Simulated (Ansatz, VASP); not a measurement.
## Tl: VASP beside Ansatz

INCAR

```
  PREC = Accurate
  ENCUT = 520
  EDIFF = 1E-7
  ISMEAR = -1
  SIGMA = 0.1
  LREAL = F
  LASPH = T
  NELM = 100
  ALGO = Normal
  ISIF = 2
  LWAVE = F
  LCHARG = T
  GGA = CA
  LELF = T
  LVHAR = T
  NBANDS = 20
```

File KPOINTS:

```
regular mesh
0
Gamma
  11 11 6
```

Contents of POSCAR:

```
Tl
1.0
    3.4014029632      0.0000000000      0.0000000000
   -1.7007014816      2.9457013746      0.0000000000
    0.0000000000      0.0000000000      5.4430041633
Tl
2
Direct
    0.3333333333      0.6666666667      0.2500000000
    0.6666666667      0.3333333333      0.7500000000
```

Input for Ansatz:

```yaml
crystal:
  lattice:
    - [3.4014029632, 0.0, 0.0]
    - [-1.7007014816, 2.9457013746, 0.0]
    - [0.0, 0.0, 5.4430041633]
  atoms:
    - { symbol: Tl, position: [0.3333333333, 0.6666666667, 0.25] }
    - { symbol: Tl, position: [0.6666666667, 0.3333333333, 0.75] }
hamiltonian:
  xc: lda
  pseudopotentials:
    kind: paw
    azcp:
      Tl: "pseudopotentials/Tl.paw.azcp"
basis:
  ecutwfc: 800
  fft_grid_basis: typed
kpoints:
  mp_grid: { grid: [11, 11, 6], shift: [0, 0, 0] }
magnetization:
  spin_polarized: false
scf:
  occupations: { method: fermi_dirac, width: 0.1 }
  lower_state_search: "off"
output:
  stress: true
```

Alike in both runs: task single point; functional LDA; k mesh 11 × 11 × 6; occupations fermi-dirac, width 0.1 eV; no spin polarisation.

|  | VASP | Ansatz |
| --- | --- | --- |
| version | VASP 6.6.1 | Ansatz 0.2.0 |
| potentials or method | VASP PAW LDA potentials, release 64 (Tl_d), cutoff 520 eV | plane waves (800 eV) with PAW, scalar-relativistic |
| valence electrons in the cell | 26 | 26 |

```csv
,VASP,Ansatz,Ansatz less VASP
pressure (GPa),0.1,0.0,-0.07
```

Ansatz warns that its potentials were made for another functional, while VASP's fit it. LDA's correlation is that of Perdew and Zunger in VASP and of Perdew and Wang (1992) in Ansatz.

Spin-orbit coupling is off throughout.
